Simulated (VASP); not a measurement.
# Se (P3_121) in VASP: single point with PBEsol

Aim: the single point of Se with PBEsol.

Everything below comes from runs of VASP 6.6.1. Logs are shortened: lines on timing, memory, paths and dates and some standing lists are left out, and cuts for length are marked.

## 1. The cell of the first run

It takes space group P3_121 (No. 152, trigonal). Conventional cell: a = 4.381 Å, b = 4.381 Å, c = 4.973 Å, α = 90.00°, β = 90.00°, γ = 120.00°. Se (site symmetry 2) has 2 Se at 2.38 Å within 3.1 Å.

## 2. Single point, PBEsol

POSCAR reads:

```
Se
1.0
    4.3814932500      0.0000000000      0.0000000000
   -2.1907466200      3.7944855000      0.0000000000
    0.0000000000      0.0000000000      4.9733158300
Se
3
Direct
    0.2254000000      0.0000000000      0.3333300000
    0.0000000000      0.2254000000      0.6666600000
    0.7746000000      0.7746000000      0.0000000000
```

INCAR.step1 reads:

```
  PREC = Accurate
  ENCUT = 520
  EDIFF = 1E-7
  ISMEAR = -1
  SIGMA = 0.1
  LREAL = F
  LASPH = T
  NELM = 100
  ALGO = Fast
  ISIF = 2
  LWAVE = F
  LCHARG = T
  GGA = PS
  NBANDS = 16
```

KPOINTS.step1 reads:

```
regular mesh
0
Gamma
  7 7 5
```

INCAR.step2 reads:

```
  PREC = Accurate
  ENCUT = 520
  EDIFF = 1E-7
  ISMEAR = -5
  SIGMA = 0.1
  LREAL = F
  LASPH = T
  NELM = 100
  ALGO = Fast
  ISIF = 2
  LWAVE = F
  LCHARG = F
  GGA = PS
  LORBIT = 11
  NEDOS = 2001
  ICHARG = 11
```

KPOINTS.step2 reads:

```
regular mesh
0
Gamma
  11 11 8
```

Potentials or basis: VASP PAW PBE potentials, release 64 (Se).

Command:

```bash
$ cat potpaw_PBE.64/Se/POTCAR > POTCAR
$ cp INCAR.step1 INCAR
$ cp KPOINTS.step1 KPOINTS
$ mpirun -np 1 vasp_std > vasp.out
$ cp INCAR.step2 INCAR
$ cp KPOINTS.step2 KPOINTS
$ mpirun -np 1 vasp_std > vasp.out
```

OUTCAR:

```text
PREC = Accurate
   ENCUT = 520
   EDIFF = 1E-7
   ISMEAR = -5
   LREAL = F
   LASPH = T
   NELM = 100
   ISIF = 2
   GGA = PS
   LORBIT = 11
   ICHARG = 11

 ion  position               nearest neighbor table
   1  0.225  0.000  0.333-   2 2.38   3 2.38
   2  0.000  0.225  0.667-   1 2.38   3 2.38
   3  0.775  0.775  0.000-   1 2.38   2 2.38

  LATTYP: Found a hexagonal cell.
 ALAT       =     4.3814932500
 C/A-ratio  =     1.1350732607

  Lattice vectors:

 A1 = (   4.3814932500,   0.0000000000,   0.0000000000)
 A2 = (  -2.1907466200,   3.7944855000,   0.0000000000)
 A3 = (   0.0000000000,   0.0000000000,   4.9733158300)

Analysis of symmetry for initial positions (statically):
=====================================================================
 Subroutine PRICEL returns:
 Original cell was already a primitive cell.

 Routine SETGRP: Setting up the symmetry group for a
 hexagonal supercell.

 Subroutine GETGRP returns: Found  2 space group operations
 (whereof  1 operations were pure point group operations)
 out of a pool of 24 trial point group operations.

The static configuration has the point symmetry C_1 .
 The point group associated with its full space group is C_2 .

Analysis of symmetry for dynamics (positions and initial velocities):
=====================================================================
 Subroutine PRICEL returns:
 Original cell was already a primitive cell.

 Routine SETGRP: Setting up the symmetry group for a
 hexagonal supercell.

 Subroutine GETGRP returns: Found  2 space group operations
 (whereof  1 operations were pure point group operations)
 out of a pool of 24 trial point group operations.

The dynamic configuration has the point symmetry C_1 .
 The point group associated with its full space group is C_2 .

 Subroutine INISYM returns: Found  2 space group operations
 (whereof  1 operations are pure point group operations),
 and found     1 'primitive' translations

----------------------------------------------------------------------------------------

                                     Primitive cell

  volume of cell :      82.6839

  direct lattice vectors                    reciprocal lattice vectors
     4.381493250  0.000000000  0.000000000     0.228232692  0.131770170  0.000000000
    -2.190746620  3.794485500  0.000000000     0.000000000  0.263540340  0.000000000
     0.000000000  0.000000000  4.973315830     0.000000000  0.000000000  0.201073094

  length of vectors
     4.381493250  4.381494147  4.973315830     0.263540394  0.263540340  0.201073094

  position of ions in fractional coordinates (direct lattice)
     0.225400000  0.000000000  0.333330000
     0.000000000  0.225400000  0.666660000
     0.774600000  0.774600000  0.000000000

  ion indices of the primitive-cell ions
   primitive index   ion index
                 1           1
                 2           2
                 3           3

----------------------------------------------------------------------------------------

 KPOINTS: regular mesh

Automatic generation of k-mesh.
 Grid dimensions read from file:
 generate k-points for:   11   11    8

 Generating k-lattice:

  Cartesian coordinates                     Fractional coordinates (reciprocal lattice)
     0.020748427  0.011979106  0.000000000     0.090909091  0.000000000  0.000000000
     0.000000000  0.023958213  0.000000000     0.000000000  0.090909091  0.000000000
     0.000000000  0.000000000  0.025134137     0.000000000  0.000000000  0.125000000

  Length of vectors
     0.023958218  0.023958213  0.025134137

  Shift w.r.t. Gamma in fractional coordinates (k-lattice)
     0.000000000  0.000000000  0.000000000

 TETIRR: Found   2900 inequivalent tetrahedra from     5808

 Subroutine IBZKPT returns following result:
 ===========================================

 Found    270 irreducible k-points:

 Following reciprocal coordinates:
            Coordinates               Weight
  0.000000  0.000000  0.000000      1.000000
  0.090909  0.000000  0.000000      4.000000
  0.000000  0.090909  0.000000      2.000000
  0.181818  0.000000  0.000000      4.000000
  0.000000  0.181818  0.000000      2.000000
  0.272727  0.000000  0.000000      4.000000
[... 16 lines left out ...]
  0.454545  0.090909  0.000000      4.000000
 -0.090909 -0.454545  0.000000      2.000000
 [... further k-points ...]
   k-points           NKPTS =    270   k-points in BZ     NKDIM =    270   number of bands    NBANDS=     13
   number of dos      NEDOS =   2001   number of ions     NIONS =      3
   total plane-waves  NPLWV =  51840
   dimension x,y,z NGX =    36 NGY =   36 NGZ =   40
   dimension x,y,z NGXF=    72 NGYF=   72 NGZF=   80
   ions per type =               3
   NGX,Y,Z   is equivalent  to a cutoff of  13.66, 13.66, 13.37 a.u.
   NGXF,Y,Z  is equivalent  to a cutoff of  27.32, 27.32, 26.74 a.u.
 SYSTEM =  unknown system
   PREC   = accura    normal or accurate (medium, high low for compatibility)
   ISTART =      0    job   : 0-new  1-cont  2-samecut
   ICHARG =     11    charge: 1-file 2-atom 10-const
   ISPIN  =      1    spin polarized calculation?
   LNONCOLLINEAR =      F non collinear calculations
   LSORBIT =      F    spin-orbit coupling
   LASPH  =      T    aspherical Exc in radial PAW
   ENCUT  =  520.0 eV  38.22 Ry    6.18 a.u.   8.15  8.15  9.25*2*pi/ulx,y,z
   NELM   =    100;   NELMIN=  2; NELMDL=  0     # of ELM steps
   EDIFF  = 0.1E-06   stopping-criterion for ELM
   LREAL  =      F    real-space projection
   EDIFFG = 0.1E-05   stopping-criterion for IOM
   NSW    =      0    number of steps for IOM
   IBRION =     -1    ionic relax: 0-MD 1-quasi-New 2-CG
   NFREE  =      0    steps in history (QN), initial steepest desc. (CG)
   ISIF   =      2    stress and relaxation
   ISYM   =      2    0-nonsym 1-usesym 2-fastsym
   POTIM  = 0.5000    time-step for ionic-motion
   TEBEG  =    0.0;   TEEND  =   0.0 temperature during run
   PSTRESS=    0.0 pullay stress
   NELECT =      18.0000    total number of electrons
   NUPDOWN=      -1.0000    fix difference up-down
   EMIN   =  10.00;   EMAX   =-10.00  energy-range for DOS
   EFERMI =   0.00;   METHOD = LEGACY
   ISMEAR =    -5;   SIGMA  =   0.10  broadening in eV -4-tet -1-fermi 0-gaus
   EFERMI_NEDOS =   21; number of points for ismear=-14 and -15
   IALGO  =     68    algorithm
   IMIX   =      4    mixing-type and parameters
     AMIX     =   0.40;   BMIX     =  1.00
     AMIX_MAG =   1.60;   BMIX_MAG =  1.00
  volume/ion in A,a.u.               =      27.56       185.99
  Fermi-wavevector in a.u.,A,eV,Ry     =   0.984824  1.861048 13.195996  0.969878
  Thomas-Fermi vector in A             =   2.116086
   LORBIT       =     11    0 simple, 1 ext, 2 COOP (PROOUT), +10 PAW based schemes
   GGA     = PS    functional components
   LHFCALC =     F    Hartree Fock is set to
   AEXX    =    0.0000 exact exchange contribution
   IVDW    =     0    specifies the selected vdW correction
   LEPSILON=     F    determine dielectric tensor
   LRPA    =     F    only Hartree local field effects (RPA)
 non-spin polarized calculation
 RMM-DIIS sequential band-by-band and
 Fermi weights with tetrahedron method with Bloechl corrections
  energy-cutoff  :      520.00
  volume of cell :       82.68
 maximum number of plane-waves:      2245
 NGX is ok and might be reduce to    36

 number of electron      18.0000000 magnetization

 Free energy of the ion-electron system (eV)
  ---------------------------------------------------
  ext. energy  EPLUGINS =         0.00000000
  ---------------------------------------------------
  free energy    TOTEN  =       -11.48539817 eV

  energy without entropy =      -11.48539817  energy(sigma->0) =      -11.48539817

 E-fermi :   2.4644     XC(G=0):  -8.9897

 val. band max:        2.4619774816   @ k =  -0.0909  -0.4545   0.5000
 cond. band min:       3.4971410925   @ k =  -0.2727  -0.3636   0.5000
 fundamental gap:      1.0351636109
 Fermi energy:         2.4643734714

 k-point     1 :       0.0000    0.0000    0.0000
  band No.  band energies     occupation
      1     -13.3241      2.00000
      2      -9.2542      2.00000
      3      -9.2541      2.00000
      4      -1.3603      2.00000
      5      -1.3603      2.00000
      6      -1.2752      2.00000
      7       0.4363      2.00000
      8       0.4363      2.00000
      9       2.0648      2.00000
     10       4.2831      0.00000
     11       4.2832      0.00000
     12       4.5807      0.00000
     13       8.3998      0.00000

 k-point     2 :       0.0909    0.0000    0.0000
  band No.  band energies     occupation
      1     -13.2919      2.00000
      2      -9.2829      2.00000
      3      -9.2511      2.00000
      4      -1.6920      2.00000
      5      -1.4787      2.00000
      6      -1.1234      2.00000
      7       0.4499      2.00000
      8       0.6160      2.00000
      9       2.0084      2.00000
     10       4.2126      0.00000
     11       4.2725      0.00000
     12       4.6662      0.00000
     13       8.3824      0.00000

 k-point     3 :       0.0000    0.0909    0.0000
  band No.  band energies     occupation
      1     -13.2919      2.00000
      2      -9.2830      2.00000
      3      -9.2511      2.00000
      4      -1.6919      2.00000
      5      -1.4787      2.00000
      6      -1.1235      2.00000
      7       0.4500      2.00000
      8       0.6160      2.00000
      9       2.0084      2.00000
     10       4.2125      0.00000
     11       4.2726      0.00000
     12       4.6662      0.00000
     13       8.3828      0.00000

 k-point     4 :       0.1818    0.0000    0.0000
  band No.  band energies     occupation
      1     -13.2017      2.00000
      2      -9.3678      2.00000
      3      -9.2430      2.00000
      4      -2.1074      2.00000
      5      -1.7114      2.00000
      6      -1.0938      2.00000
      7       0.4712      2.00000
      8       0.8379      2.00000
      9       1.8255      2.00000
     10       4.2011      0.00000
     11       4.3005      0.00000
     12       4.9007      0.00000
     13       8.4262      0.00000

 k-point     5 :       0.0000    0.1818    0.0000
  band No.  band energies     occupation
      1     -13.2017      2.00000
      2      -9.3679      2.00000
      3      -9.2429      2.00000
      4      -2.1073      2.00000
      5      -1.7114      2.00000
      6      -1.0938      2.00000
      7       0.4712      2.00000
      8       0.8379      2.00000
      9       1.8255      2.00000
     10       4.2011      0.00000
     11       4.3006      0.00000
     12       4.9007      0.00000
     13       8.4196      0.00000
[... 257 lines left out ...]
 k-point    22 :      -0.4545    0.3636    0.0000
  band No.  band energies     occupation
      1     -12.8812      2.00000
      2      -9.6778      2.00000
      3      -9.2480      2.00000
      4      -2.6161      2.00000
      5      -2.2379      2.00000
      6      -0.9783      2.00000
      7      -0.1927      2.00000
      8       0.6026      2.00000
      9       1.3646      2.00000
     10       4.4483      0.00000
     11       4.8680      0.00000
     12       6.1756      0.00000
     13       7.8460      0.00000

 k-point    23 :       0.4545    0.0909    0.0000
  band No.  band energies     occupation
      1     -12.8378      2.00000
      2      -9.7242      2.00000
      3      -9.2478      2.00000
      4      -2.6413      2.00000
      5      -2.2759      2.00000
      6      -0.8902      2.00000
      7      -0.4302      2.00000
      8       0.5794      2.00000
      9       1.3336      2.00000
     10       4.4503      0.00000
     11       4.9259      0.00000
     12       6.4359      0.00000
     13       7.7631      0.00000

 k-point    24 :      -0.0909   -0.4545    0.0000
  band No.  band energies     occupation
      1     -12.8378      2.00000
      2      -9.7243      2.00000
      3      -9.2477      2.00000
      4      -2.6413      2.00000
      5      -2.2759      2.00000
      6      -0.8902      2.00000
      7      -0.4303      2.00000
      8       0.5794      2.00000
      9       1.3336      2.00000
     10       4.4503      0.00000
     11       4.9259      0.00000
     12       6.4358      0.00000
     13       7.7631      0.00000

 [... further k-points ...]

------------------------ aborting loop because EDIFF is reached ----------------------------------------

  FORCE on cell =-STRESS in cart. coord.  units (eV):
  Direction    XX          YY          ZZ          XY          YZ          ZX
  --------------------------------------------------------------------------------------
  -------------------------------------------------------------------------------------
  Total       -0.3390452     -0.3393068      0.2580132     -0.0000000      0.0003148      0.0000000
  in kB       -6.5697241     -6.5747923      4.9995553     -0.0000000      0.0060990      0.0000000
  external PRESSURE =      -2.7149870 kB  Pullay stress =       0.0000000 kB

 VOLUME and BASIS-vectors are now :
 -----------------------------------------------------------------------------
  energy-cutoff  :      520.00
  volume of cell :       82.68
      direct lattice vectors                 reciprocal lattice vectors
     4.381493250  0.000000000  0.000000000     0.228232692  0.131770170  0.000000000
    -2.190746620  3.794485500  0.000000000     0.000000000  0.263540340  0.000000000
     0.000000000  0.000000000  4.973315830     0.000000000  0.000000000  0.201073094

 POSITION                                       TOTAL-FORCE (eV/Angst)
 -----------------------------------------------------------------------------------
      0.98759      0.00000      1.65776         0.219203      0.000000      0.000000
     -0.49379      0.85528      3.31551        -0.109601      0.189716      0.000232
      1.69695      2.93921      0.00000        -0.109601     -0.189716     -0.000232
 -----------------------------------------------------------------------------------
    total drift:                                0.000018      0.000001     -0.000000

  FREE ENERGIE OF THE ION-ELECTRON SYSTEM (eV)
  ---------------------------------------------------
  free  energy   TOTEN  =       -11.4853981737 eV

  energy  without entropy=      -11.4853981737  energy(sigma->0) =      -11.48539817

 total charge

# of ion       s       p       d       tot
------------------------------------------
    1        1.514   2.165   0.057   3.736
    2        1.514   2.165   0.057   3.736
    3        1.514   2.165   0.057   3.736
--------------------------------------------------
tot          4.542   6.496   0.170  11.207
```

Wall time 2.5 min (1 thread of AMD EPYC 9R45 (Zen 5), shared host); peak memory 0.35 GiB.

Results:

```yaml
Valence_electrons_inside_the_program's_atomic_spheres: Se 3.74
```

Caveat: the PAW data sets were made with another functional, which shifts forces and pressure a little.
